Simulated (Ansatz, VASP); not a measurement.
## One calculation of AgCl, two programs

The input INCAR:

```
SYSTEM = AgCl
ALGO = Normal
EDIFF = 1E-6
ENCUT = 520
GGA = CA
ISIF = 2
ISMEAR = 0
LASPH = .TRUE.
LCHARG = .FALSE.
LREAL = .FALSE.
LWAVE = .FALSE.
NBANDS = 16
NELM = 80
PREC = Accurate
SIGMA = 0.05
```

File KPOINTS:

```
k-points
0
G
  8 8 8
  0 0 0
```

The input POSCAR:

```
AgCl
1.0
    0.0000000000      2.8702102500      2.7731500000
    2.7731500000      0.0000000000      2.7731500000
    2.7731500000      2.8702102500      0.0000000000
Ag Cl
1 1
Direct
    0.5000000000      0.5000000000      0.5000000000
    0.0000000000      0.0000000000      0.0000000000
```

Input for Ansatz:

```yaml
crystal:
  lattice:
    - [0.0, 2.87021025, 2.77315]
    - [2.77315, 0.0, 2.77315]
    - [2.77315, 2.87021025, 0.0]
  atoms:
    - { symbol: Ag, position: [0.5, 0.5, 0.5] }
    - { symbol: Cl, position: [0.0, 0.0, 0.0] }
basis:
  ecutwfc: 420
kpoints:
  mp_grid: { grid: [8, 8, 8] }
hamiltonian:
  xc: lda
scf:
  occupations: { method: gaussian, width: 0.05 }
output:
  forces: true
  stress: true
  eigenvalues: true
```

Change from the starting cell: strain +0.0350 x Voigt [0, 1, 0, 0, 0, 0], atoms carried along.

Alike in both runs: task single point; functional LDA; k mesh 8 × 8 × 8; occupations gaussian, width 0.05 eV; no spin polarisation.

|  | VASP | Ansatz |
| --- | --- | --- |
| version | VASP 6.6.1 | Ansatz 0.2.0 |
| potentials or method | VASP PAW LDA potentials, release 64 (Ag, Cl), cutoff 520 eV | scalar-relativistic, plane waves, PAW |
| valence electrons in the cell | 18 | 26 |

Ansatz gave:

- gap on the k mesh at the Fermi level (eV): 0.53
- least direct gap on the mesh (eV): 2.73
- pressure (GPa): -6.7
- traceless stress, the component that is largest in VASP (GPa): 0.06

**Question.** Estimate VASP's values.

**Answer.** gap on the k mesh at the Fermi level (eV): 0.55; least direct gap on the mesh (eV): 2.75; pressure (GPa): -6.7; traceless stress, the component that is largest in VASP (GPa): 0.05.

LDA's correlation is that of Perdew and Zunger in VASP and of Perdew and Wang (1992) in Ansatz. VASP's potentials hold 18 valence electrons a cell and Ansatz's 26, so a difference there can come from the potentials and not from the codes.
